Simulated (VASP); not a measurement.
A run of VASP 6.6.1:

File INCAR:

```
PREC     = Accurate       # precision mode
ENCUT    = 520            # plane-wave cutoff, eV
EDIFF    = 1E-7           # SCF threshold, eV
ISMEAR   = -1             # smearing method
SIGMA    = 0.3            # smearing width, eV
LREAL    = False          # projectors in reciprocal space
LASPH    = True           # aspherical terms in the spheres
NELM     = 100            # most SCF steps
ALGO     = Normal         # electronic algorithm
ISIF     = 2              # what is computed and relaxed
LWAVE    = False          # write WAVECAR
LCHARG   = False          # write CHGCAR
NBANDS   = 13             # bands
```

KPOINTS

```
Automatic mesh
0
Gamma
  14 14 14
```

POSCAR

```
W
1.0
   -1.5676867250      1.5676867250      1.5676867250
    1.5676867250     -1.5676867250      1.5676867250
    1.5676867250      1.5676867250     -1.5676867250
W
1
Direct
    0.0000000000      0.0000000000      0.0000000000
```

Potentials or basis: VASP PAW LDA potentials, release 64 (W_sv).

Launch:

```console
$ cat potpaw_LDA.64/W_sv/POTCAR > POTCAR
$ mpirun -np 1 vasp_std > vasp.out
```

Hardware: 1 thread of Intel(R) Xeon(R) 6975P-C (Granite Rapids), with other jobs on the host.

Estimate the wall time of this run.

Wall time 5.6 s on 1 thread of Intel(R) Xeon(R) 6975P-C (Granite Rapids) (shared host), peak memory 0.13 GiB. Counts: scf iterations 11, k points 104.
